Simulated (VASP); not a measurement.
# BaGe2Se2 (P-3m1) in VASP: single point with PBE

Aim: the single point of BaGe2Se2 with PBE.

Everything below comes from runs of VASP 6.6.1. Logs are shortened: lines on timing, memory, paths and dates and some standing lists are left out, and cuts for length are marked.

## Step 1: The cell of the first run

It takes space group P-3m1 (No. 164, trigonal). Conventional cell: a = 4.588 Å, b = 4.588 Å, c = 9.074 Å, α = 90.00°, β = 90.00°, γ = 120.00°. Within 3.3 Å of Se (site symmetry 3m) lie 1 Ge at 2.40 Å and 3 Ba at 3.21 Å. Within 4.2 Å of Ba (site symmetry -3m) lie 6 Se at 3.21 Å. Within 3.2 Å of Ge (site symmetry 3m) lie 1 Se at 2.40 Å and 3 Ge at 2.72 Å.

## Step 2: Single point, PBE

The input, INCAR:

```
SYSTEM = BaGe2Se2
ALGO     = Normal         ! electronic algorithm
EDIFF    = 1E-6           ! SCF threshold, eV
ENCUT    = 520            ! plane-wave cutoff, eV
GGA      = PE             ! functional
ISIF     = 2              ! what is computed and relaxed
ISMEAR   = -1             ! smearing method
LASPH    = .True.         ! aspherical terms in the spheres
LCHARG   = .True.         ! write CHGCAR
LELF     = .True.         ! ELF
LREAL    = .False.        ! projectors in reciprocal space
LVHAR    = .True.       
LWAVE    = .False.        ! write WAVECAR
NBANDS   = 33             ! bands
NELM     = 80             ! most SCF steps
PREC     = Accurate       ! precision mode
SIGMA    = 0.1            ! smearing width, eV
```

The input, KPOINTS:

```
k-points
0
Gamma
  7 7 6
  0 0 0
```

The input, POSCAR:

```
BaGe2Se2
1.0
    2.2941967967      3.9736654144      0.0000000000
   -2.2941967967      3.9736654144      0.0000000000
    0.0000000000      0.0000000000      9.0741295774
Se Ba Ge
2 1 2
Direct
    0.3333333333      0.3333333333      0.2003266857
    0.6666666667      0.6666666667      0.7996733143
    0.0000000000      0.0000000000      0.0000000000
    0.3333333333      0.3333333333      0.4648139055
    0.6666666667      0.6666666667      0.5351860945
```

Potentials or basis: VASP PAW PBE potentials, release 64 (Se, Ba_sv, Ge_d).

The run is started by

```
$ cat potpaw_PBE.64/Se/POTCAR potpaw_PBE.64/Ba_sv/POTCAR potpaw_PBE.64/Ge_d/POTCAR > POTCAR
$ mpirun -np 1 vasp_std > vasp.out
```

OUTCAR:

```text
SYSTEM = BaGe2Se2
   EDIFF = 1E-6
   ENCUT = 520
   GGA = PE
   ISIF = 2
   ISMEAR = -1
   LASPH = .True.
   LREAL = .False.
   NELM = 80
   PREC = Accurate

 ion  position               nearest neighbor table
   1  0.333  0.333  0.200-   4 2.40   3 3.21   3 3.21   3 3.21
   2  0.667  0.667  0.800-   5 2.40   3 3.21   3 3.21   3 3.21
   3  0.000  0.000  0.000-   1 3.21   2 3.21   2 3.21   2 3.21   1 3.21   1 3.21
   4  0.333  0.333  0.465-   1 2.40   5 2.72   5 2.72   5 2.72
   5  0.667  0.667  0.535-   2 2.40   4 2.72   4 2.72   4 2.72

  LATTYP: Found a hexagonal cell.
 ALAT       =     4.5883935934
 C/A-ratio  =     1.9776266776

  Lattice vectors:

 A1 = (   2.2941967967,  -3.9736654144,   0.0000000000)
 A2 = (   2.2941967967,   3.9736654144,   0.0000000000)
 A3 = (   0.0000000000,   0.0000000000,   9.0741295774)

Analysis of symmetry for initial positions (statically):
=====================================================================
 Subroutine PRICEL returns:
 Original cell was already a primitive cell.

 Routine SETGRP: Setting up the symmetry group for a
 hexagonal supercell.

 Subroutine GETGRP returns: Found 12 space group operations
 (whereof 12 operations were pure point group operations)
 out of a pool of 24 trial point group operations.

The static configuration has the point symmetry D_3d.

Analysis of symmetry for dynamics (positions and initial velocities):
=====================================================================
 Subroutine PRICEL returns:
 Original cell was already a primitive cell.

 Routine SETGRP: Setting up the symmetry group for a
 hexagonal supercell.

 Subroutine GETGRP returns: Found 12 space group operations
 (whereof 12 operations were pure point group operations)
 out of a pool of 24 trial point group operations.

The dynamic configuration has the point symmetry D_3d.

 Subroutine INISYM returns: Found 12 space group operations
 (whereof 12 operations are pure point group operations),
 and found     1 'primitive' translations

----------------------------------------------------------------------------------------

                                     Primitive cell

  volume of cell :     165.4463

[... 90 lines left out ...]
   LSORBIT =      F    spin-orbit coupling
   LASPH  =      T    aspherical Exc in radial PAW
   ENCUT  =  520.0 eV  38.22 Ry    6.18 a.u.   8.53  8.53 16.87*2*pi/ulx,y,z
   NELM   =     80;   NELMIN=  2; NELMDL= -5     # of ELM steps
   EDIFF  = 0.1E-05   stopping-criterion for ELM
   LREAL  =      F    real-space projection
   EDIFFG = 0.1E-04   stopping-criterion for IOM
   NSW    =      0    number of steps for IOM
   IBRION =     -1    ionic relax: 0-MD 1-quasi-New 2-CG
   NFREE  =      0    steps in history (QN), initial steepest desc. (CG)
   ISIF   =      2    stress and relaxation
   ISYM   =      2    0-nonsym 1-usesym 2-fastsym
   POTIM  = 0.5000    time-step for ionic-motion
   TEBEG  =    0.0;   TEEND  =   0.0 temperature during run
   PSTRESS=    0.0 pullay stress
   NELECT =      50.0000    total number of electrons
   NUPDOWN=      -1.0000    fix difference up-down
   EMIN   =  10.00;   EMAX   =-10.00  energy-range for DOS
   EFERMI =   0.00;   METHOD = LEGACY
   ISMEAR =    -1;   SIGMA  =   0.10  broadening in eV -4-tet -1-fermi 0-gaus
   EFERMI_NEDOS =   21; number of points for ismear=-14 and -15
   IALGO  =     38    algorithm
   IMIX   =      4    mixing-type and parameters
     AMIX     =   0.40;   BMIX     =  1.00
     AMIX_MAG =   1.60;   BMIX_MAG =  1.00
  volume/ion in A,a.u.               =      33.09       223.30
  Fermi-wavevector in a.u.,A,eV,Ry     =   1.098616  2.076083 16.421643  1.206957
  Thomas-Fermi vector in A             =   2.234996
   LORBIT       =      0    0 simple, 1 ext, 2 COOP (PROOUT), +10 PAW based schemes
   GGA     = PE    functional components
   LHFCALC =     F    Hartree Fock is set to
   AEXX    =    0.0000 exact exchange contribution
   IVDW    =     0    specifies the selected vdW correction
   LEPSILON=     F    determine dielectric tensor
   LRPA    =     F    only Hartree local field effects (RPA)
 non-spin polarized calculation
  energy-cutoff  :      520.00
  volume of cell :      165.45
 maximum number of plane-waves:      4510
 NGX is ok and might be reduce to    36
   NGX = 17   NGY = 17   NGZ = 33

 number of electron      50.0000006 magnetization

 Free energy of the ion-electron system (eV)
  ---------------------------------------------------
  ext. energy  EPLUGINS =         0.00000000
  ---------------------------------------------------
  free energy    TOTEN  =       -21.85567245 eV

  energy without entropy =      -21.83226111  energy(sigma->0) =      -21.84396678

 E-fermi :   2.0442     XC(G=0):  -8.3301

 val. band max:        2.0203780396   @ k =   0.0000   0.0000   0.3333
 cond. band min:       2.1348718639   @ k =   0.0000   0.0000   0.5000
 fundamental gap:      0.1144938243
 Fermi energy:         2.0442120523

 k-point     1 :       0.0000    0.0000    0.0000
  band No.  band energies     occupation
      1     -25.2539      2.00000
      2     -22.6930      2.00000
      3     -22.6866      2.00000
      4     -22.6866      2.00000
      5     -22.6683      2.00000
      6     -22.6683      2.00000
[... 853 lines left out ...]
     32       6.8341      0.00000
     33       7.2043      0.00000

 [... further k-points ...]

------------------------ aborting loop because EDIFF is reached ----------------------------------------

  FORCE on cell =-STRESS in cart. coord.  units (eV):
  Direction    XX          YY          ZZ          XY          YZ          ZX
  --------------------------------------------------------------------------------------
  -------------------------------------------------------------------------------------
  Total        0.2945800      0.2945800      0.3347568     -0.0000000      0.0000000      0.0000000
  in kB        2.8527056      2.8527056      3.2417763     -0.0000000      0.0000000      0.0000000
  external PRESSURE =       2.9823959 kB  Pullay stress =       0.0000000 kB

 VOLUME and BASIS-vectors are now :
 -----------------------------------------------------------------------------
  energy-cutoff  :      520.00
  volume of cell :      165.45
      direct lattice vectors                 reciprocal lattice vectors
     2.294196797  3.973665414  0.000000000     0.217941199  0.125828410  0.000000000
    -2.294196797  3.973665414  0.000000000    -0.217941199  0.125828410  0.000000000
     0.000000000  0.000000000  9.074129577     0.000000000  0.000000000  0.110203408

 POSITION                                       TOTAL-FORCE (eV/Angst)
 -----------------------------------------------------------------------------------
      0.00000      2.64911      1.81779        -0.000000     -0.000000      0.059204
      0.00000      5.29822      7.25634        -0.000000     -0.000000     -0.059204
      0.00000      0.00000      0.00000        -0.000000     -0.000000      0.000000
      0.00000      2.64911      4.21778        -0.000000      0.000000      0.015284
      0.00000      5.29822      4.85635         0.000000     -0.000000     -0.015284
 -----------------------------------------------------------------------------------
    total drift:                               -0.000000      0.000000      0.000000

  FREE ENERGIE OF THE ION-ELECTRON SYSTEM (eV)
  ---------------------------------------------------
  free  energy   TOTEN  =       -21.8556724535 eV

  energy  without entropy=      -21.8322611109  energy(sigma->0) =      -21.84396678
```

stdout:

```text
POSCAR found type information on POSCAR SeBaGe
 POSCAR found :  3 types and       5 ions
 scaLAPACK will be used
 LDA part: xc-table for (Slater+PW92), standard interpolation
 POSCAR, INCAR and KPOINTS ok, starting setup
 FFT: planning ... GRIDC
 FFT: planning ... GRID_SOFT
 FFT: planning ... GRID
 WAVECAR not read
 entering main loop
```

It took 2.9 min on 1 thread of Intel Xeon Platinum 8259CL at 2.50GHz (Skylake/Cascade Lake), shared host; peak memory 0.42 GiB.

What came out:

```yaml
Free_energy: -21.8557 eV
Pressure: 0.3 GPa
Largest_force: 0.059 eV/Å
Band_gap_on_the_k_mesh: zero (bands 25 and 26 overlap by 0.56 eV)
```

Forces in eV/Å, atoms in the order of the input:
```
Se   0.000  0.000  0.059
Se   0.000  0.000 -0.059
Ba   0.000  0.000  0.000
Ge   0.000  0.000  0.015
Ge   0.000  0.000 -0.015
```

Caveat: spin-orbit coupling is left out, which moves the levels of the heavy elements.
